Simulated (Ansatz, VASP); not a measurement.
# Li3Ta2O: VASP beside Ansatz

```
CELL_PARAMETERS angstrom
4.39339 0.00000 0.00000
0.00000 4.39339 0.00000
0.00000 0.00000 4.67861
ATOMIC_POSITIONS crystal
Li 0.00000 0.00000 0.26199
Li 0.00000 0.00000 0.73801
Li 0.50000 0.50000 0.50000
Ta 0.50000 0.00000 0.00000
Ta 0.00000 0.50000 0.00000
O 0.50000 0.50000 0.00000
```

Alike in both runs: task single point; functional PBE; k mesh 4 × 4 × 4; occupations gaussian, width 0.1 eV; collinear spin.

|  | VASP | Ansatz |
| --- | --- | --- |
| version | VASP 6.6.1 | Ansatz 0.2.0 |
| potentials or method | VASP PAW PBE potentials, release 64 (Li_sv, Ta_pv, O), cutoff 520 eV | scalar-relativistic, plane waves, PAW |
| valence electrons in the cell | 37 | 41 |

```csv
,VASP,Ansatz,Ansatz less VASP
gap on the k mesh at the Fermi level (eV),none,none,-
rms of the force components (eV/Å),0.589,0.585,-0.0044
net moment per atom (μB),0.00,0.00,0.000
```

Atom by atom the forces differ by 0.004 eV/Å (rms over components). A gap of «none» marks a metal or a gap that the smearing closes. VASP's potentials hold 37 valence electrons a cell and Ansatz's 41, so a difference there can come from the potentials and not from the codes. Ansatz's warnings: seeded moment not kept.

Spin-orbit coupling is off throughout. Noted on VASP's run: the cutoff is short for stress, so the pressure is rough.
